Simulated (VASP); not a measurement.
A run of VASP 6.6.1 is set up as follows.

INCAR

```
SYSTEM = Y
PREC = Accurate
ENCUT = 520
EDIFF = 1E-6
ISMEAR = -1
SIGMA = 0.05
LREAL = .FALSE.
LASPH = .TRUE.
NELM = 80
ALGO = Normal
ISIF = 2
LWAVE = .FALSE.
LCHARG = .FALSE.
NBANDS = 12
```

Contents of KPOINTS:

```
regular mesh
0
G
  13 13 13
  0 0 0
```

Contents of POSCAR:

```
Y
1.0
    0.0000000000      2.4601500000      2.4850000000
    2.4601500000      0.0000000000      2.4850000000
    2.4601500000      2.4601500000      0.0000000000
Y
1
Direct
    0.0000000000      0.0000000000      0.0000000000
```

Potentials or basis: VASP PAW LDA potentials, release 64 (Y_sv).

Launch:

```bash
$ cat potpaw_LDA.64/Y_sv/POTCAR > POTCAR
$ mpirun -np 1 vasp_std > vasp.out
```

(1) Predict the band gap on the k mesh.

(2) Predict the pressure.

Answers

(1) zero (an odd number of electrons rules out a gap without spin polarisation).

(2) -1.1 GPa.

Caveat: the cell differs from its parent crystal (equal xx and yy strain of -1 %).
